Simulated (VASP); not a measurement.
# CdSe: single point with PBE

Crystal: CdSe.

```
Cd Se
1.0
     0.00000    3.09060    3.09060
     3.09060    0.00000    3.09060
     3.09060    3.09060    0.00000
Cd Se
1 1
Direct
  0.00000 0.00000 0.00000
  0.75000 0.75000 0.75000
```

| Property | Result |
| --- | --- |
| Program | VASP 6.6.1 |
| Task | single point |
| Functional | PBE |
| Potentials or basis | VASP PAW PBE potentials, release 64 (Cd, Se) |
| Cutoff | 520 eV |
| k mesh | 6 × 6 × 6 |
| Occupations | gaussian, width 0.01 eV |
| Spin | no spin polarisation |

```yaml
Pressure: 0.6 GPa
Band_gap_on_the_k_mesh: 0.51 eV, direct
```

Levels at points of the mesh, in eV from the valence-band top:
```csv
k point,band 7,band 8,band 9,band 10,band 11,band 12
"(0.00, 0.00, 0.00)",0.00,0.00,0.00,0.51,5.93,5.93
"(0.50, 0.00, 0.00)",-4.12,-0.68,-0.68,2.33,6.43,6.43
"(0.50, 0.50, 0.00)",-3.87,-1.69,-1.69,3.22,3.70,8.89
```

It took 20 s on 1 thread of AMD EPYC 7R43 64-Core Processor (Zen 3), with other jobs on the host, peak memory 0.16 GiB.

PBE gaps usually lie below the measured ones, often by a third to a half.
